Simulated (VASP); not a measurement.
The system is Mo.

```xyz
1
Lattice="-1.5736 1.5736 1.5736 1.5736 -1.5736 1.5736 1.5736 1.5736 -1.5736" Properties=species:S:1:pos:R:3 pbc="T T T"
Mo    0.0000    0.0000    0.0000
```

```yaml
Program: VASP 6.6.1
Task: relaxation of cell and atoms
Functional: LDA
Potentials_or_basis: VASP PAW LDA potentials, release 64 (Mo_sv)
Cutoff: 600 eV
k_mesh: 23 × 23 × 23
Occupations: fermi-dirac, width 0.05 eV
Spin: no spin polarisation
```

At the start: pressure -8.3 GPa; volume 15.59 Å³/atom.

**Question.** Where does the relaxation end?

**Answer.** Over 7 steps the energy falls by 12.3 meV/atom and the volume is 15.12 Å³/atom (-3.0 %); space group Im-3m (No. 229, to 0.05 Å).

Step by step:
```tsv
step	energy change (eV)	largest force (eV/Å)	pressure (GPa)	volume (Å³)
1	0.0000	0.0000	-8.26	15.59
2	0.1021	0.0000	30.88	13.84
3	-0.0122	0.0000	-0.31	15.14
4	-0.0123	0.0000	-0.04	15.13
5	-0.0123	0.0000	0.11	15.12
6	-0.0123	0.0000	-0.23	15.14
7	-0.0123	0.0000	0.02	15.12
```

Final structure:
```
Mo
1.0
    -1.55786    1.55786    1.55786
     1.55786   -1.55786    1.55786
     1.55786    1.55786   -1.55786
Mo
1
Direct
  0.00000 0.00000 0.00000
```
